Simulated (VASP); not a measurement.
# Ti4Co4CuAg2Au (P1) in VASP: single point with PBE

Aim: the single point of Ti4Co4CuAg2Au with PBE.

All numbers are computed with VASP 6.6.1; they aren't measurements. Logs are shortened: lines on timing, memory, paths and dates and some standing lists are left out, and cuts for length are marked.

### Step 1. The cell of the first run

The typed cell holds 12 atoms: a = 3.863 Å, b = 7.177 Å, c = 7.198 Å, α = 106.28°, β = 74.45°, γ = 74.31°.

### Step 2. Single point, PBE, collinear spin, ferromagnetic start

Input file INCAR:

```
SYSTEM = Ti4Co4CuAg2Au
PREC = Accurate
ENCUT = 520
EDIFF = 1E-6
ISMEAR = 0
SIGMA = 0.1
LREAL = .FALSE.
LASPH = .TRUE.
NELM = 150
ALGO = Normal
ISIF = 2
LWAVE = .FALSE.
LCHARG = .FALSE.
ISPIN = 2
MAGMOM = 0 0 0 0 3 3 3 3 0 0 0 0
LORBIT = 11
LMAXMIX = 4
GGA = PE
NBANDS = 80
ISYM = 0
```

Input file KPOINTS:

```
Automatic mesh
0
Gamma
  3 2 2
  0 0.5 0.5
```

Input file POSCAR:

```
Ti4Co4CuAg2Au
1.0
    3.3439876652      1.9336408427      0.0021440111
   -1.1952982280      5.9415600431      3.8450479468
    4.5518311748     -4.0217260550      3.8621383164
Ti Co Cu Ag Au
4 4 1 2 1
Direct
    0.8724496100      0.3988019274      0.3572140326
    0.8539178925      0.7085835205      0.0859449968
    0.8816440674      0.0314797628      0.7057219498
    0.3982918752      0.1928408835      0.5105145427
    0.6873167823      0.3951809370      0.7327277553
    0.6077620308      0.8199692723      0.4650735798
    0.5963363955      0.1459409267      0.1576719198
    0.3712064043      0.5539724683      0.2066236875
    0.1243307068      0.9557246007      0.2967054047
    0.1284834853      0.2923030367      0.9519716722
    0.3671829801      0.8716469529      0.8979439900
    0.1286123982      0.6216432346      0.6262315016
```

Potentials or basis: VASP PAW PBE potentials, release 64 (Ti_sv, Co, Cu, Ag, Au).

Launch:

```bash
$ cat potpaw_PBE.64/Ti_sv/POTCAR potpaw_PBE.64/Co/POTCAR potpaw_PBE.64/Cu/POTCAR potpaw_PBE.64/Ag/POTCAR potpaw_PBE.64/Au/POTCAR > POTCAR
$ mpirun -np 1 vasp_std > vasp.out
```

OUTCAR:

```text
SYSTEM = Ti4Co4CuAg2Au
   PREC = Accurate
   ENCUT = 520
   EDIFF = 1E-6
   ISMEAR = 0
   LREAL = .FALSE.
   LASPH = .TRUE.
   NELM = 150
   ISIF = 2
   ISPIN = 2
   LORBIT = 11
   GGA = PE
   ISYM = 0

 ion  position               nearest neighbor table
   1  0.872  0.399  0.357-   8 2.61   7 2.61   5 2.61   8 2.62  10 2.62   7 2.63  12 2.71   6 2.72
                            12 2.73   4 2.83   4 2.84
   2  0.854  0.709  0.086-   6 2.44   8 2.50   8 2.50   9 2.62   9 2.62  10 2.67  11 2.79  11 2.80
                             7 2.87  12 3.01
   3  0.882  0.031  0.706-   5 2.45   6 2.61   6 2.61  12 2.67   9 2.68  10 2.75  10 2.75  11 2.80
                            11 2.80   4 2.82   4 2.82   7 2.93
   4  0.398  0.193  0.511-   7 2.34   6 2.47   5 2.53   5 2.54   9 2.60   9 2.60  12 2.76   3 2.82
                             3 2.82   1 2.83   1 2.84  10 2.87
   5  0.687  0.395  0.733-   3 2.45   4 2.53   4 2.54   1 2.61  10 2.71  10 2.72  12 2.75  12 2.76
                             8 3.04  11 3.05
   6  0.608  0.820  0.465-   2 2.44   4 2.47   3 2.61   9 2.61   3 2.61   9 2.61   1 2.72   8 2.79
                             8 2.80  12 2.83  12 2.84  11 2.88
   7  0.596  0.146  0.158-   4 2.34   1 2.61   1 2.63   9 2.71   8 2.71   9 2.72  10 2.80  11 2.81
                            10 2.82  11 2.83   2 2.87   3 2.93
   8  0.371  0.554  0.207-   2 2.50   2 2.50   9 2.60   1 2.61   1 2.62   7 2.71  12 2.77  10 2.77
                            10 2.78   6 2.79   6 2.80   5 3.04
   9  0.124  0.956  0.297-  11 2.60   4 2.60   4 2.60   8 2.60   6 2.61   6 2.61   2 2.62   2 2.62
                             3 2.68   7 2.71   7 2.72
  10  0.128  0.292  0.952-   1 2.62   2 2.67   5 2.71   5 2.72   3 2.75   3 2.75   8 2.77   8 2.78
                            11 2.79   7 2.80   7 2.82   4 2.87
  11  0.367  0.872  0.898-   9 2.60  10 2.79  12 2.79  12 2.79   2 2.79   3 2.80   2 2.80   3 2.80
                             7 2.81   7 2.83   6 2.88   5 3.05
  12  0.129  0.622  0.626-   3 2.67   1 2.71   1 2.73   5 2.75   4 2.76   5 2.76   8 2.77  11 2.79
                            11 2.79   6 2.83   6 2.84   2 3.01

IMPORTANT INFORMATION: All symmetrisations will be switched off!
NOSYMM: (Re-)initialisation of all symmetry stuff for point group C_1.

----------------------------------------------------------------------------------------

                                     Primitive cell

  volume of cell :     171.1668

  direct lattice vectors                    reciprocal lattice vectors
     3.343987665  1.933640843  0.002144011     0.224405964  0.129221397 -0.129918962
    -1.195298228  5.941560043  3.845047947    -0.043680258  0.075395356  0.129991364
     4.551831175 -4.021726055  3.862138316     0.043362392 -0.075133459  0.129579906

  length of vectors
     3.862800151  7.177413692  7.197885792     0.289715624  0.156493385  0.155936801

  position of ions in fractional coordinates (direct lattice)
     0.872449610  0.398801927  0.357214033
     0.853917893  0.708583520  0.085944997
     0.881644067  0.031479763  0.705721950
     0.398291875  0.192840883  0.510514543
     0.687316782  0.395180937  0.732727755
     0.607762031  0.819969272  0.465073580
     0.596336396  0.145940927  0.157671920
     0.371206404  0.553972468  0.206623687
     0.124330707  0.955724601  0.296705405
     0.128483485  0.292303037  0.951971672
     0.367182980  0.871646953  0.897943990
     0.128612398  0.621643235  0.626231502

  ion indices of the primitive-cell ions
   primitive index   ion index
                 1           1
                 2           2
                 3           3
                 4           4
                 5           5
                 6           6
                 7           7
                 8           8
                 9           9
                10          10
                11          11
                12          12

----------------------------------------------------------------------------------------

 KPOINTS: Automatic mesh

Automatic generation of k-mesh.
 Grid dimensions read from file:
 generate k-points for:    3    2    2

 Generating k-lattice:

  Cartesian coordinates                     Fractional coordinates (reciprocal lattice)
     0.074801988  0.043073799 -0.043306321     0.333333333  0.000000000  0.000000000
    -0.021840129  0.037697678  0.064995682    -0.000000000  0.500000000  0.000000000
[... 41 lines left out ...]
   EDIFFG = 0.1E-04   stopping-criterion for IOM
   NSW    =      0    number of steps for IOM
   IBRION =     -1    ionic relax: 0-MD 1-quasi-New 2-CG
   NFREE  =      0    steps in history (QN), initial steepest desc. (CG)
   ISIF   =      2    stress and relaxation
   ISYM   =      0    0-nonsym 1-usesym 2-fastsym
   POTIM  = 0.5000    time-step for ionic-motion
   TEBEG  =    0.0;   TEEND  =   0.0 temperature during run
   PSTRESS=    0.0 pullay stress
   NELECT =     128.0000    total number of electrons
   NUPDOWN=      -1.0000    fix difference up-down
   EMIN   =  10.00;   EMAX   =-10.00  energy-range for DOS
   EFERMI =   0.00;   METHOD = LEGACY
   ISMEAR =     0;   SIGMA  =   0.10  broadening in eV -4-tet -1-fermi 0-gaus
   EFERMI_NEDOS =   21; number of points for ismear=-14 and -15
   IALGO  =     38    algorithm
   IMIX   =      4    mixing-type and parameters
     AMIX     =   0.40;   BMIX     =  1.00
     AMIX_MAG =   1.60;   BMIX_MAG =  1.00
  volume/ion in A,a.u.               =      14.26        96.26
  Fermi-wavevector in a.u.,A,eV,Ry     =   1.485953  2.808043 30.042414  2.208055
  Thomas-Fermi vector in A             =   2.599300
   LORBIT       =     11    0 simple, 1 ext, 2 COOP (PROOUT), +10 PAW based schemes
   GGA     = PE    functional components
   LHFCALC =     F    Hartree Fock is set to
   AEXX    =    0.0000 exact exchange contribution
   IVDW    =     0    specifies the selected vdW correction
   LEPSILON=     F    determine dielectric tensor
   LRPA    =     F    only Hartree local field effects (RPA)
 spin polarized calculation
 Gauss-broadening in eV      SIGMA  =   0.10
  energy-cutoff  :      520.00
  volume of cell :      171.17
 maximum number of plane-waves:      4616
 NGX is ok and might be reduce to    30
   NGX = 15   NGY = 27   NGZ = 27

 number of electron     128.0000000 magnetization      12.0000000

 number of electron     127.9999993 magnetization       0.6067113

 Free energy of the ion-electron system (eV)
  ---------------------------------------------------
  ext. energy  EPLUGINS =         0.00000000
  ---------------------------------------------------
  free energy    TOTEN  =       -72.99132642 eV

  energy without entropy =      -72.93789043  energy(sigma->0) =      -72.96460842

 E-fermi :   9.3244     XC(G=0): -12.4660

 val. band max:        9.3215979184   @ k =  -0.3333  -0.2500   0.2500
 cond. band min:       9.3249615438   @ k =  -0.3333  -0.2500   0.2500
 fundamental gap:      0.0033636254
 Fermi energy:         9.3244062798

 spin component 1

 k-point     1 :       0.0000    0.2500    0.2500
  band No.  band energies     occupation
      1     -47.9676      1.00000
      2     -47.8643      1.00000
      3     -47.8215      1.00000
      4     -47.5542      1.00000
      5     -24.2244      1.00000
      6     -24.2151      1.00000
[... 463 lines left out ...]
     75      10.7211      0.00000
     76      10.8284      0.00000
 Fermi energy:         9.3244062798

 spin component 2

 k-point     1 :       0.0000    0.2500    0.2500
  band No.  band energies     occupation
      1     -48.0071      1.00000
      2     -47.8570      1.00000
      3     -47.8439      1.00000
      4     -47.5755      1.00000
      5     -24.2718      1.00000
      6     -24.2574      1.00000
[... 463 lines left out ...]
     75      10.7465      0.00000
     76      10.8513      0.00000
 [bands above 76 left out]

------------------------ aborting loop because EDIFF is reached ----------------------------------------

  FORCE on cell =-STRESS in cart. coord.  units (eV):
  Direction    XX          YY          ZZ          XY          YZ          ZX
  --------------------------------------------------------------------------------------
  -------------------------------------------------------------------------------------
  Total        0.0191056     -0.0181985      0.0825422      0.0307119     -0.0268848      0.0126202
  in kB        0.1788344     -0.1703438      0.7726218      0.2874738     -0.2516508      0.1181292
  external PRESSURE =       0.2603708 kB  Pullay stress =       0.0000000 kB

 VOLUME and BASIS-vectors are now :
 -----------------------------------------------------------------------------
  energy-cutoff  :      520.00
  volume of cell :      171.17
      direct lattice vectors                 reciprocal lattice vectors
     3.343987665  1.933640843  0.002144011     0.224405964  0.129221397 -0.129918962
    -1.195298228  5.941560043  3.845047947    -0.043680258  0.075395356  0.129991364
     4.551831175 -4.021726055  3.862138316     0.043362392 -0.075133459  0.129579906

 POSITION                                       TOTAL-FORCE (eV/Angst)
 -----------------------------------------------------------------------------------
      4.06675      2.61989      2.91489        -0.007890      0.021702      0.009657
      2.39973      5.51561      3.05830        -0.001911      0.007710     -0.018926
      6.12291     -0.94640      2.84853         0.025439     -0.037744      0.007092
      3.42516     -0.13722      2.71401         0.013488     -0.026610      0.038449
      5.16127      0.73018      4.35086        -0.000261     -0.005950     -0.004120
      3.16918      4.17669      4.95030         0.005415     -0.011995     -0.004331
      2.53739      1.38610      1.17138        -0.006510      0.006796      0.000613
      1.51966      3.17826      2.92886        -0.004101     -0.001022      0.013964
      0.62394      4.72564      4.82099        -0.006304      0.011182     -0.025382
      4.41347     -1.84339      4.80084        -0.020067      0.028611     -0.025912
      4.27327      2.27766      6.82030         0.005157     -0.011917      0.013545
      2.53753      1.42369      4.80912        -0.002454      0.019236     -0.004649
 -----------------------------------------------------------------------------------
    total drift:                                0.000071     -0.000182      0.000402

  FREE ENERGIE OF THE ION-ELECTRON SYSTEM (eV)
  ---------------------------------------------------
  free  energy   TOTEN  =       -72.9913264175 eV

  energy  without entropy=      -72.9378904300  energy(sigma->0) =      -72.96460842

 total charge

# of ion       s       p       d       tot
------------------------------------------
    1        2.236   6.153   1.865  10.254
    2        2.223   6.134   1.852  10.209
    3        2.233   6.146   1.882  10.261
    4        2.261   6.179   1.924  10.364
    5        0.469   0.390   7.337   8.197
    6        0.475   0.420   7.350   8.245
    7        0.455   0.369   7.361   8.184
    8        0.450   0.372   7.351   8.174
    9        0.507   0.448   9.102  10.057
   10        0.552   0.482   9.035  10.068
   11        0.509   0.418   9.081  10.008
   12        0.710   0.505   8.599   9.814
--------------------------------------------------
tot         13.081  28.016  72.738 113.835

 magnetization (x)

# of ion       s       p       d       tot
------------------------------------------
    1       -0.001  -0.002  -0.036  -0.039
    2       -0.001  -0.001  -0.041  -0.043
    3        0.000  -0.001   0.020   0.019
    4       -0.001  -0.001  -0.023  -0.025
    5        0.003   0.003   0.310   0.316
    6        0.001  -0.002   0.022   0.021
    7        0.002   0.002   0.098   0.102
    8        0.001   0.001   0.264   0.266
    9        0.002   0.001   0.007   0.011
   10       -0.001  -0.004   0.004  -0.001
   11        0.001   0.001   0.002   0.004
   12        0.000  -0.002   0.001  -0.001
--------------------------------------------------
tot          0.008  -0.005   0.627   0.629
```

Wall time 9.3 min (1 thread of Intel Xeon Platinum 8259CL at 2.50GHz (Skylake/Cascade Lake), shared host); peak memory 0.43 GiB.

What came out:

| Property | Result |
| --- | --- |
| Free energy | -72.9913 eV |
| Pressure | 0.0 GPa |
| Largest force | 0.049 eV/Å |
| Net moment | 0.61 μB per cell |
| Site moments | Ti -0.04, +0.02, -0.03 (each value once); Co +0.32, +0.02, +0.10, +0.27; Cu +0.01; Ag -0.00, +0.00; Au -0.00 μB |
| Valence electrons inside the program's atomic spheres | Ti 10.25, 10.21, 10.26, 10.36; Co 8.20, 8.24, 8.18, 8.17; Cu 10.06; Ag 10.07, 10.01; Au 9.81 |

Forces in eV/Å, atoms in the order of the input:
```
Ti  -0.008  0.022  0.010
Ti  -0.002  0.008 -0.019
Ti   0.025 -0.038  0.007
Ti   0.013 -0.027  0.038
Co   0.000 -0.006 -0.004
Co   0.005 -0.012 -0.004
Co  -0.007  0.007  0.001
Co  -0.004 -0.001  0.014
Cu  -0.006  0.011 -0.025
Ag  -0.020  0.029 -0.026
Ag   0.005 -0.012  0.014
Au  -0.002  0.019 -0.005
```

Caveat: the k points lie up to 0.61 Å⁻¹ apart; spin-orbit coupling is left out, which moves the levels of the heavy elements.
